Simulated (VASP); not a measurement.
A run of VASP 6.6.1:

The input POSCAR:

```
Ti
1.0
    0.0000000000      2.1112000000      1.9488000000
    2.1112000000      0.0000000000      1.9488000000
    2.1112000000      2.1112000000      0.0000000000
Ti
1
Direct
    0.0000000000      0.0000000000      0.0000000000
```

The input INCAR.step1:

```
SYSTEM = Ti
  PREC = Accurate
  ENCUT = 520
  ISMEAR = 0
  SIGMA = 0.15
  LREAL = .False.
  LASPH = .True.
  NELM = 60
  NBANDS = 12
  GGA = PE
  ALGO = Normal
  EDIFF = 1E-4
  LWAVE = .True.
  LCHARG = .False.
```

File INCAR.step2:

```
SYSTEM = Ti
  PREC = Accurate
  ENCUT = 520
  EDIFF = 1E-6
  ISMEAR = 0
  SIGMA = 0.15
  LREAL = .False.
  LASPH = .True.
  NELM = 60
  ALGO = Normal
  ISIF = 2
  LWAVE = .False.
  LCHARG = .False.
  METAGGA = R2SCAN
  LMIXTAU = .True.
  NBANDS = 12
  ISTART = 1
```

Contents of KPOINTS:

```
regular mesh
0
Gamma
  20 20 20
  0 0 0
```

Potentials or basis: VASP PAW PBE potentials, release 64 (Ti_sv).

Launch:

```sh
$ cat potpaw_PBE.64/Ti_sv/POTCAR > POTCAR
$ cp INCAR.step1 INCAR
$ mpirun -np 1 vasp_std > vasp.out
$ cp INCAR.step2 INCAR
$ mpirun -np 1 vasp_std > vasp.out
```

Hardware: 1 thread of Intel(R) Xeon(R) 6975P-C (Granite Rapids) (shared host).

Q: Estimate the wall time of this run.

A: Wall time 2.8 min on 1 thread of Intel(R) Xeon(R) 6975P-C (Granite Rapids), on a shared host, peak memory 0.25 GiB. Counts: k points 641.
